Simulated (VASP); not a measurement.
# BaTiO3 (P4/mmm) in VASP: a series of runs, part 2 of 2

VASP 6.6.1. Earlier steps stand in the parts before.

## (4) Single point, LDA

File INCAR:

```
SYSTEM = BaTiO3
PREC = Accurate
ENCUT = 600
EDIFF = 1E-6
ISMEAR = 0
SIGMA = 0.02
LREAL = .FALSE.
LASPH = .TRUE.
NELM = 120
ALGO = Normal
ISIF = 2
LWAVE = .FALSE.
LCHARG = .FALSE.
GGA = CA
NBANDS = 28
GGA_COMPAT = .FALSE.
```

File KPOINTS:

```
Automatic mesh
0
G
  8 8 8
  0 0 0
```

File POSCAR:

```
BaTiO3
1.0
    3.9433016547      0.0000000000      0.0000000000
    0.0000000000      3.9433016547      0.0000000000
    0.0000000000      0.0000000000      3.9242327389
Ba Ti O
1 1 3
Direct
    0.0000000000      0.0000000000      0.0000000000
    0.5000000000      0.5000000000      0.5000000000
    0.5000000000      0.5000000000      0.0000000000
    0.5000000000      0.0000000000      0.5000000000
    0.0000000000      0.5000000000      0.5000000000
```

Potentials or basis: VASP PAW LDA potentials, release 64 (Ba_sv, Ti_sv, O).

Command:

```bash
$ cat potpaw_LDA.64/Ba_sv/POTCAR potpaw_LDA.64/Ti_sv/POTCAR potpaw_LDA.64/O/POTCAR > POTCAR
$ mpirun -np 1 vasp_std > vasp.out
```

OUTCAR:

```text
SYSTEM = BaTiO3
   PREC = Accurate
   ENCUT = 600
   EDIFF = 1E-6
   ISMEAR = 0
   LREAL = .FALSE.
   LASPH = .TRUE.
   NELM = 120
   ISIF = 2
   GGA = CA

 ion  position               nearest neighbor table
   1  0.000  0.000  0.000-   4 2.78   5 2.78   4 2.78   5 2.78   5 2.78   5 2.78   4 2.78   4 2.78
                             3 2.79   3 2.79   3 2.79   3 2.79   2 3.41   2 3.41   2 3.41   2 3.41
   2  0.500  0.500  0.500-   3 1.96   3 1.96   5 1.97   4 1.97   4 1.97   5 1.97   1 3.41   1 3.41
                             1 3.41   1 3.41   1 3.41   1 3.41   1 3.41   1 3.41
   3  0.500  0.500  0.000-   2 1.96   2 1.96   1 2.79   1 2.79   1 2.79   1 2.79
   4  0.500  0.000  0.500-   2 1.97   2 1.97   1 2.78   1 2.78   1 2.78   1 2.78
   5  0.000  0.500  0.500-   2 1.97   2 1.97   1 2.78   1 2.78   1 2.78   1 2.78

  LATTYP: Found a simple tetragonal cell.
 ALAT       =     3.9433016547
 C/A-ratio  =     0.9951642260

  Lattice vectors:

 A1 = (   3.9433016547,   0.0000000000,   0.0000000000)
 A2 = (   0.0000000000,   3.9433016547,   0.0000000000)
 A3 = (   0.0000000000,   0.0000000000,   3.9242327389)

Analysis of symmetry for initial positions (statically):
=====================================================================
 Subroutine PRICEL returns:
 Original cell was already a primitive cell.

 Routine SETGRP: Setting up the symmetry group for a
 simple tetragonal supercell.

 Subroutine GETGRP returns: Found 16 space group operations
 (whereof 16 operations were pure point group operations)
 out of a pool of 16 trial point group operations.

The static configuration has the point symmetry D_4h.

Analysis of symmetry for dynamics (positions and initial velocities):
=====================================================================
 Subroutine PRICEL returns:
 Original cell was already a primitive cell.

[... 132 lines left out ...]
     AMIX     =   0.40;   BMIX     =  1.00
     AMIX_MAG =   1.60;   BMIX_MAG =  1.00
  volume/ion in A,a.u.               =      12.20        82.36
  Fermi-wavevector in a.u.,A,eV,Ry     =   1.422121  2.687419 27.516809  2.022428
  Thomas-Fermi vector in A             =   2.542858
   LORBIT       =      0    0 simple, 1 ext, 2 COOP (PROOUT), +10 PAW based schemes
   GGA     = CA    functional components
   LHFCALC =     F    Hartree Fock is set to
   AEXX    =    0.0000 exact exchange contribution
   IVDW    =     0    specifies the selected vdW correction
   LEPSILON=     F    determine dielectric tensor
   LRPA    =     F    only Hartree local field effects (RPA)
 non-spin polarized calculation
 Gauss-broadening in eV      SIGMA  =   0.02
  energy-cutoff  :      600.00
  volume of cell :       61.02
 maximum number of plane-waves:      2056
 NGX is ok and might be reduce to    32
   NGX = 15   NGY = 15   NGZ = 15

 number of electron      39.9999974 magnetization

 Free energy of the ion-electron system (eV)
  ---------------------------------------------------
  ext. energy  EPLUGINS =         0.00000000
  ---------------------------------------------------
  free energy    TOTEN  =       -44.15741894 eV

  energy without entropy =      -44.15741894  energy(sigma->0) =      -44.15741894

 E-fermi :   4.0150     XC(G=0): -11.9925

 val. band max:        3.9242309610   @ k =   0.5000   0.5000   0.5000
 cond. band min:       5.6614133076   @ k =   0.0000   0.0000   0.0000
 fundamental gap:      1.7371823466
 Fermi energy:         4.0150101753

 k-point     1 :       0.0000    0.0000    0.0000
  band No.  band energies     occupation
      1     -51.7576      2.00000
      2     -28.4060      2.00000
      3     -28.4015      2.00000
      4     -28.4015      2.00000
      5     -20.6387      2.00000
      6     -12.7699      2.00000
[... 733 lines left out ...]
     27      12.0346      0.00000
     28      12.9565      0.00000

 [... further k-points ...]

------------------------ aborting loop because EDIFF is reached ----------------------------------------

  FORCE on cell =-STRESS in cart. coord.  units (eV):
  Direction    XX          YY          ZZ          XY          YZ          ZX
  --------------------------------------------------------------------------------------
  -------------------------------------------------------------------------------------
  Total        0.6121907      0.6121907      1.0519578      0.0000000     -0.0000000      0.0000000
  in kB       16.0739473     16.0739473     27.6206667      0.0000000     -0.0000000      0.0000000
  external PRESSURE =      19.9228538 kB  Pullay stress =       0.0000000 kB

 VOLUME and BASIS-vectors are now :
 -----------------------------------------------------------------------------
  energy-cutoff  :      600.00
  volume of cell :       61.02
      direct lattice vectors                 reciprocal lattice vectors
     3.943301655  0.000000000  0.000000000     0.253594599  0.000000000  0.000000000
     0.000000000  3.943301655  0.000000000     0.000000000  0.253594599  0.000000000
     0.000000000  0.000000000  3.924232739     0.000000000  0.000000000  0.254826884

 POSITION                                       TOTAL-FORCE (eV/Angst)
 -----------------------------------------------------------------------------------
      0.00000      0.00000      0.00000         0.000000      0.000000      0.000000
      1.97165      1.97165      1.96212         0.000000      0.000000      0.000000
      1.97165      1.97165      0.00000         0.000000      0.000000      0.000000
      1.97165      0.00000      1.96212         0.000000      0.000000      0.000000
      0.00000      1.97165      1.96212         0.000000      0.000000      0.000000
 -----------------------------------------------------------------------------------
    total drift:                                0.000000     -0.000000     -0.000000

  FREE ENERGIE OF THE ION-ELECTRON SYSTEM (eV)
  ---------------------------------------------------
  free  energy   TOTEN  =       -44.1574189373 eV

  energy  without entropy=      -44.1574189373  energy(sigma->0) =      -44.15741894
```

OSZICAR:

```text
N       E                     dE             d eps       ncg     rms          rms(c)
DAV:   1     0.460586285805E+03    0.46059E+03   -0.22849E+04  4200   0.174E+03
DAV:   2    -0.501900071548E+01   -0.46561E+03   -0.44360E+03  4760   0.458E+02
DAV:   3    -0.522675433254E+02   -0.47249E+02   -0.46778E+02  5760   0.141E+02
DAV:   4    -0.546163572218E+02   -0.23488E+01   -0.23442E+01  6436   0.269E+01
DAV:   5    -0.546741640026E+02   -0.57807E-01   -0.57795E-01  5544   0.343E+00    0.237E+01
DAV:   6    -0.444609730317E+02    0.10213E+02   -0.55309E+01  5708   0.676E+01    0.101E+01
DAV:   7    -0.443273369435E+02    0.13364E+00   -0.89697E+00  5432   0.223E+01    0.704E+00
DAV:   8    -0.441608179811E+02    0.16652E+00   -0.90945E-01  5152   0.886E+00    0.271E+00
DAV:   9    -0.441759641872E+02   -0.15146E-01   -0.19241E-01  5300   0.277E+00    0.119E+00
DAV:  10    -0.441578272741E+02    0.18137E-01   -0.96330E-02  4976   0.317E+00    0.199E-01
DAV:  11    -0.441574805547E+02    0.34672E-03   -0.34861E-03  5208   0.439E-01    0.545E-02
DAV:  12    -0.441574349243E+02    0.45630E-04   -0.24376E-04  5204   0.139E-01    0.314E-02
DAV:  13    -0.441574209370E+02    0.13987E-04   -0.10954E-04  5668   0.103E-01    0.212E-02
DAV:  14    -0.441574191518E+02    0.17852E-05   -0.11103E-05  5192   0.314E-02    0.789E-03
DAV:  15    -0.441574189373E+02    0.21458E-06   -0.63494E-07  2976   0.655E-03
   1 F= -.44157419E+02 E0= -.44157419E+02  d E =-.498837E-13
```

Run time: 2.5 min. Hardware: 1 thread of Intel Xeon 8259CL, shared host; peak memory 0.27 GiB.

What came out:

```
Free energy            : -44.1574 eV
Pressure               : 2.0 GPa
Band gap on the k mesh : 1.74 eV (least direct gap 1.83 eV)
```

Stress tensor (GPa, compression positive):
```
1.61 0.00 0.00
0.00 1.61 0.00
0.00 0.00 2.76
```

Caveat: spin-orbit coupling is left out, which moves the levels of the heavy elements. A k mesh can miss the band edges.

## (5) Summary

| cell | k mesh | smearing | gap on the mesh (eV) | pressure (GPa) |
| --- | --- | --- | --- | --- |
| a = 3.943, b = 3.943, c = 3.924 Å, 5 atoms | 6 × 6 × 6 | gaussian 0.1 eV | 1.74 | 2.0 |
| a = 3.943, b = 3.943, c = 3.928 Å, 5 atoms | 8 × 8 × 8 | gaussian 0.02 eV | 1.74 | 1.8 |
| a = 3.943, b = 3.943, c = 3.924 Å, 5 atoms | 8 × 8 × 8 | gaussian 0.02 eV | 1.74 | 2.0 |

Alike in all rows: task single point; level LDA; potentials or basis VASP PAW LDA potentials, release 64 (Ba_sv, Ti_sv, O); no spin polarisation; cutoff (eV) 600.

Caveats: spin-orbit coupling is left out, which moves the levels of the heavy elements.

Absolute energies hang on the potentials; compare differences alone.
